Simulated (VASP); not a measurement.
# CuO (Pm) in VASP: further runs, part 2 of 2

VASP 6.6.1. The steps go on from the part before.

## 3. Single point, PBEsol (all Cu atoms moved +0.150 Å, as atom 1 along Cartesian [1 1 0])

The input, INCAR:

```
SYSTEM = CuO
PREC     = Accurate       ! precision mode
ENCUT    = 520            ! plane-wave cutoff, eV
EDIFF    = 1E-7           ! SCF threshold, eV
ISMEAR   = 0              ! smearing method
SIGMA    = 0.15           ! smearing width, eV
LREAL    = .FALSE.        ! projectors in reciprocal space
LASPH    = .TRUE.         ! aspherical terms in the spheres
NELM     = 60             ! most SCF steps
ALGO     = Normal         ! electronic algorithm
ISIF     = 2              ! what is computed and relaxed
LWAVE    = .FALSE.        ! write WAVECAR
LCHARG   = .FALSE.        ! write CHGCAR
GGA      = PS             ! functional
NBANDS   = 25             ! bands
```

The input, KPOINTS:

```
Automatic mesh
0
G
  16 16 10
  0 0 0
```

The input, POSCAR:

```
CuO
1.0
    2.0425330993     -2.0503581635      0.0000000000
    2.0425330993      2.0503581635      0.0000000000
    0.0000000000      0.0000000000      5.0922648207
Cu O
2 2
Direct
    0.0000990913      0.5518295738      0.0000000000
    0.5000990913      0.0518295738      0.5000000000
    0.5000000000      0.5000000000      0.2500000000
    0.5000000000      0.5000000000      0.7500000000
```

Potentials or basis: VASP PAW PBE potentials, release 64 (Cu, O).

Run with:

```console
$ cat potpaw_PBE.64/Cu/POTCAR potpaw_PBE.64/O/POTCAR > POTCAR
$ mpirun -np 1 vasp_std > vasp.out
```

OUTCAR:

```text
SYSTEM = CuO
   PREC = Accurate
   ENCUT = 520
   EDIFF = 1E-7
   ISMEAR = 0
   LREAL = .FALSE.
   LASPH = .TRUE.
   NELM = 60
   ISIF = 2
   GGA = PS

 ion  position               nearest neighbor table
   1  0.000  0.552  0.000-   3 1.93   4 1.93   3 1.93   4 1.93
   2  0.500  0.052  0.500-   3 1.82   4 1.82   3 2.04   4 2.04
   3  0.500  0.500  0.250-   2 1.82   1 1.93   1 1.93   2 2.04
   4  0.500  0.500  0.750-   2 1.82   1 1.93   1 1.93   2 2.04

  LATTYP: Found a base centered orthorhombic cell.
 ALAT       =     4.0850661986
 B/A-ratio  =     1.0038310587
 C/A-ratio  =     1.2465562547

  Lattice vectors:

 A1 = (   2.0425330993,  -2.0503581635,   0.0000000000)
 A2 = (   2.0425330993,   2.0503581635,   0.0000000000)
 A3 = (   0.0000000000,   0.0000000000,   5.0922648207)

Analysis of symmetry for initial positions (statically):
=====================================================================
 Subroutine PRICEL returns:
 Original cell was already a primitive cell.

 Routine SETGRP: Setting up the symmetry group for a
 base centered orthorhombic supercell.

 Subroutine GETGRP returns: Found  2 space group operations
 (whereof  2 operations were pure point group operations)
 out of a pool of  8 trial point group operations.

The static configuration has the point symmetry C_1h.

Analysis of symmetry for dynamics (positions and initial velocities):
=====================================================================
 Subroutine PRICEL returns:
 Original cell was already a primitive cell.

 Routine SETGRP: Setting up the symmetry group for a
 base centered orthorhombic supercell.

 Subroutine GETGRP returns: Found  2 space group operations
 (whereof  2 operations were pure point group operations)
 out of a pool of  8 trial point group operations.

The dynamic configuration has the point symmetry C_1h.

 Subroutine INISYM returns: Found  2 space group operations
 (whereof  2 operations are pure point group operations),
 and found     1 'primitive' translations

----------------------------------------------------------------------------------------

                                     Primitive cell

  volume of cell :      42.6520

  direct lattice vectors                    reciprocal lattice vectors
     2.042533099 -2.050358163  0.000000000     0.244794075 -0.243859833  0.000000000
     2.042533099  2.050358163  0.000000000     0.244794075  0.243859833  0.000000000
     0.000000000  0.000000000  5.092264821     0.000000000  0.000000000  0.196376276

  length of vectors
     2.894116456  2.894116456  5.092264821     0.345531123  0.345531123  0.196376276

  position of ions in fractional coordinates (direct lattice)
     0.000099091  0.551829574  0.000000000
     0.500099091  0.051829574  0.500000000
     0.500000000  0.500000000  0.250000000
     0.500000000  0.500000000  0.750000000

  ion indices of the primitive-cell ions
   primitive index   ion index
                 1           1
                 2           2
                 3           3
                 4           4

----------------------------------------------------------------------------------------

 KPOINTS: Automatic mesh

Automatic generation of k-mesh.
 Grid dimensions read from file:
 generate k-points for:   16   16   10

 Generating k-lattice:

  Cartesian coordinates                     Fractional coordinates (reciprocal lattice)
     0.015299630 -0.015241240  0.000000000     0.062500000  0.000000000  0.000000000
     0.015299630  0.015241240  0.000000000     0.000000000  0.062500000  0.000000000
     0.000000000  0.000000000  0.019637628     0.000000000  0.000000000  0.100000000

  Length of vectors
     0.021595695  0.021595695  0.019637628

  Shift w.r.t. Gamma in fractional coordinates (k-lattice)
     0.000000000  0.000000000  0.000000000

 Subroutine IBZKPT returns following result:
 ===========================================

 Found    780 irreducible k-points:

 Following reciprocal coordinates:
            Coordinates               Weight
  0.000000  0.000000  0.000000      1.000000
  0.062500 -0.000000  0.000000      2.000000
 -0.000000  0.062500  0.000000      2.000000
  0.125000 -0.000000  0.000000      2.000000
 -0.000000  0.125000  0.000000      2.000000
  0.187500 -0.000000  0.000000      2.000000
[... 16 lines left out ...]
  0.250000  0.062500  0.000000      2.000000
  0.062500  0.250000  0.000000      2.000000
 [... further k-points ...]
   k-points           NKPTS =    780   k-points in BZ     NKDIM =    780   number of bands    NBANDS=     25
   number of dos      NEDOS =    301   number of ions     NIONS =      4
   total plane-waves  NPLWV =  23040
   dimension x,y,z NGX =    24 NGY =   24 NGZ =   40
   dimension x,y,z NGXF=    48 NGYF=   48 NGZF=   80
   ions per type =               2   2
   NGX,Y,Z   is equivalent  to a cutoff of  13.79, 13.79, 13.06 a.u.
   NGXF,Y,Z  is equivalent  to a cutoff of  27.57, 27.57, 26.12 a.u.
 SYSTEM =  CuO
   PREC   = accura    normal or accurate (medium, high low for compatibility)
   ISTART =      0    job   : 0-new  1-cont  2-samecut
   ICHARG =      2    charge: 1-file 2-atom 10-const
   ISPIN  =      1    spin polarized calculation?
   LNONCOLLINEAR =      F non collinear calculations
   LSORBIT =      F    spin-orbit coupling
   LASPH  =      T    aspherical Exc in radial PAW
   ENCUT  =  520.0 eV  38.22 Ry    6.18 a.u.   5.38  5.38  9.47*2*pi/ulx,y,z
   NELM   =     60;   NELMIN=  2; NELMDL= -5     # of ELM steps
   EDIFF  = 0.1E-06   stopping-criterion for ELM
   LREAL  =      F    real-space projection
   EDIFFG = 0.1E-05   stopping-criterion for IOM
   NSW    =      0    number of steps for IOM
   IBRION =     -1    ionic relax: 0-MD 1-quasi-New 2-CG
   NFREE  =      0    steps in history (QN), initial steepest desc. (CG)
   ISIF   =      2    stress and relaxation
   ISYM   =      2    0-nonsym 1-usesym 2-fastsym
   POTIM  = 0.5000    time-step for ionic-motion
   TEBEG  =    0.0;   TEEND  =   0.0 temperature during run
   PSTRESS=    0.0 pullay stress
   NELECT =      34.0000    total number of electrons
   NUPDOWN=      -1.0000    fix difference up-down
   EMIN   =  10.00;   EMAX   =-10.00  energy-range for DOS
   EFERMI =   0.00;   METHOD = LEGACY
   ISMEAR =     0;   SIGMA  =   0.15  broadening in eV -4-tet -1-fermi 0-gaus
   EFERMI_NEDOS =   21; number of points for ismear=-14 and -15
   IALGO  =     38    algorithm
   IMIX   =      4    mixing-type and parameters
     AMIX     =   0.40;   BMIX     =  1.00
     AMIX_MAG =   1.60;   BMIX_MAG =  1.00
  volume/ion in A,a.u.               =      10.66        71.96
  Fermi-wavevector in a.u.,A,eV,Ry     =   1.517940  2.868490 31.349743  2.304141
  Thomas-Fermi vector in A             =   2.627128
   LORBIT       =      0    0 simple, 1 ext, 2 COOP (PROOUT), +10 PAW based schemes
   GGA     = PS    functional components
   LHFCALC =     F    Hartree Fock is set to
   AEXX    =    0.0000 exact exchange contribution
   IVDW    =     0    specifies the selected vdW correction
   LEPSILON=     F    determine dielectric tensor
   LRPA    =     F    only Hartree local field effects (RPA)
 non-spin polarized calculation
 Gauss-broadening in eV      SIGMA  =   0.15
  energy-cutoff  :      520.00
  volume of cell :       42.65
 maximum number of plane-waves:      1175
 NGX is ok and might be reduce to    24
   NGX = 11   NGY = 11   NGZ = 19

 number of electron      33.9999987 magnetization

 Free energy of the ion-electron system (eV)
  ---------------------------------------------------
  ext. energy  EPLUGINS =         0.00000000
  ---------------------------------------------------
  free energy    TOTEN  =       -21.26040430 eV

  energy without entropy =      -21.23745438  energy(sigma->0) =      -21.24892934

 E-fermi :   5.1751     XC(G=0): -11.8048

 val. band max:        5.1737716263   @ k =   0.5000   0.4375   0.4000
 cond. band min:       5.1763288449   @ k =   0.1875   0.3750   0.5000
 fundamental gap:      0.0025572186
 Fermi energy:         5.1751279960

 k-point     1 :       0.0000    0.0000    0.0000
  band No.  band energies     occupation
      1     -14.8585      2.00000
      2     -13.4495      2.00000
      3      -3.3223      2.00000
      4      -0.5815      2.00000
      5      -0.4547      2.00000
      6       0.8801      2.00000
[... 17 lines left out ...]
     24      20.0768      0.00000
     25      20.1813      0.00000
[... 621 lines left out ...]
      3      -2.7677      2.00000
      4      -0.9171      2.00000
      5      -0.7545      2.00000
      6      -0.3024      2.00000
[... 17 lines left out ...]
     24      19.5764      0.00000
     25      20.0831      0.00000

 [... further k-points ...]
[... 5 lines left out ...]
  --------------------------------------------------------------------------------------
  -------------------------------------------------------------------------------------
  Total        0.4338450      0.4275695      1.2343936      0.3487338      0.0000000      0.0000000
  in kB       16.2969130     16.0611804     46.3686494     13.0998041      0.0000000      0.0000000
  external PRESSURE =      26.2422476 kB  Pullay stress =       0.0000000 kB

 VOLUME and BASIS-vectors are now :
 -----------------------------------------------------------------------------
  energy-cutoff  :      520.00
  volume of cell :       42.65
      direct lattice vectors                 reciprocal lattice vectors
     2.042533099 -2.050358163  0.000000000     0.244794075 -0.243859833  0.000000000
     2.042533099  2.050358163  0.000000000     0.244794075  0.243859833  0.000000000
     0.000000000  0.000000000  5.092264821     0.000000000  0.000000000  0.196376276

 POSITION                                       TOTAL-FORCE (eV/Angst)
 -----------------------------------------------------------------------------------
      1.12733      1.13125      0.00000        -0.446647     -0.451127      0.000000
      1.12733     -0.91911      2.54613        -1.737087     -1.741451      0.000000
      2.04253      0.00000      1.27307         1.091867      1.096289     -0.453622
      2.04253      0.00000      3.81920         1.091867      1.096289      0.453622
 -----------------------------------------------------------------------------------
    total drift:                                0.000250      0.000222      0.000003

  FREE ENERGIE OF THE ION-ELECTRON SYSTEM (eV)
  ---------------------------------------------------
  free  energy   TOTEN  =       -21.2604043022 eV

  energy  without entropy=      -21.2374543783  energy(sigma->0) =      -21.24892934
```

Run time: 12 min. Hardware: 1 thread of Intel Xeon Platinum 8488C (Sapphire Rapids), shared host; peak memory 0.72 GiB.

What came out:

```
Free energy            : -21.2604 eV
Pressure               : 2.6 GPa
Largest force          : 2.460 eV/Å
Band gap on the k mesh : zero (bands 17 and 18 overlap by 1.06 eV)
```

Forces on the atoms (eV/Å):
```
Cu  -0.447 -0.451  0.000
Cu  -1.737 -1.741  0.000
O    1.092  1.096 -0.454
O    1.092  1.096  0.454
```

Stress tensor (GPa, compression positive):
```
1.63 1.31 0.00
1.31 1.61 0.00
0.00 0.00 4.64
```

Caveat: the cell differs from its parent crystal (all Cu atoms moved +0.150 Å, as atom 1 along Cartesian [1 1 0]); the PAW data sets were made with another functional, which shifts forces and pressure a little; semilocal functionals often make such compounds metallic where correlation or magnetic order opens a gap, which also shifts bond lengths.
